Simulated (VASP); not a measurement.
## Ba2AgBiS: single point with PBE

Ba2AgBiS:

```
Ba Bi Ag S
1.0
     4.20899    0.00000    0.00000
     2.10449   -7.26688    0.00000
     0.00000    0.00000   -9.35283
Ba Bi Ag S
4 2 2 2
Direct
  0.34378 0.31244 0.43785
  0.65622 0.68756 0.93785
  0.65622 0.68756 0.56215
  0.34378 0.31244 0.06215
  0.29152 0.41696 0.75000
  0.70848 0.58304 0.25000
  0.00000 0.00000 0.50000
  0.00000 0.00000 0.00000
  0.91903 0.16194 0.75000
  0.08097 0.83806 0.25000
```

```yaml
Program: VASP 6.6.1
Task: single point
Functional: PBE
Potentials_or_basis: VASP PAW PBE potentials, release 64 (Ba_sv, Bi_d, Ag, S)
Cutoff: 520 eV
k_mesh: 5 × 5 × 2
Occupations: gaussian, width 0.0107 eV
Spin: no spin polarisation
Dipole_correction: no
Further_INCAR_settings: ALGO = Normal; EDIFF = 1e-06; NBANDS = 63
```

```
Pressure               : 13.6 GPa
Largest force          : 1.805 eV/Å
Band gap on the k mesh : zero (bands 52 and 53 overlap by 0.19 eV)
```

Forces on the atoms (eV/Å):
```
Ba   0.000  1.566  0.896
Ba   0.000 -1.566  0.896
Ba   0.000 -1.566 -0.896
Ba   0.000  1.566 -0.896
Bi   0.000 -1.256  0.000
Bi   0.000  1.256  0.000
Ag   0.000  0.000  0.000
Ag   0.000  0.000  0.000
S    0.000  1.668  0.000
S    0.000 -1.668  0.000
```

Stress tensor (GPa, compression positive):
```
13.67  0.00  0.00
 0.00 12.11  0.00
 0.00  0.00 14.89
```

Levels at points of the mesh, in eV from the Fermi level:
| k point | band 49 | band 50 | band 51 | band 52 | band 53 | band 54 | band 55 | band 56 |
| --- | --- | --- | --- | --- | --- | --- | --- | --- |
| (0.00, 0.00, 0.00) | -1.06 | -0.78 | -0.27 | 0.00 | 0.09 | 0.18 | 0.48 | 0.60 |
| (0.00, 0.00, 0.50) | -1.06 | -1.06 | -0.55 | -0.55 | 0.24 | 0.24 | 0.46 | 0.46 |

Wall time 3.2 min on 1 thread of Intel(R) Xeon(R) Platinum 8559C (Emerald Rapids), on a shared host, peak memory 0.54 GiB.

Caveat: the cell stands under pressure; spin-orbit coupling is left out, which moves the levels of the heavy elements; forces of over 1 eV/Å act on the atoms, so gaps and moduli don't describe the material at rest.
